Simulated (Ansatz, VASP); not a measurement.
# Two plane-wave programs on Be

```
CELL_PARAMETERS angstrom
2.26460 0.00000 0.00000
-1.13230 1.96120 0.00000
0.00000 0.00000 3.56126
ATOMIC_POSITIONS crystal
Be 0.33333 0.66667 0.25000
Be 0.66667 0.33333 0.75000
```

Alike in both runs: task single point; functional r2SCAN; k mesh 3 × 3 × 2; occupations fermi-dirac, width 0.1 eV; no spin polarisation.

|  | VASP | Ansatz |
| --- | --- | --- |
| version | VASP 6.6.1 | Ansatz 0.2.0 |
| potentials or method | VASP PAW PBE potentials, release 64 (Be), cutoff 520 eV | plane waves (500 eV) with PAW, scalar-relativistic |
| valence electrons in the cell | 4 | 4 |

|  | VASP | Ansatz | Ansatz less VASP |
| --- | --- | --- | --- |
| pressure (GPa) | 10.2 | 9.8 | -0.32 |
| traceless stress, the component that is largest in VASP (GPa) | -16.34 | -16.32 | +0.013 |

VASP's potentials were made for PBE, not for r2SCAN.

The k mesh is coarse, so the values compare programs but aren't converged.
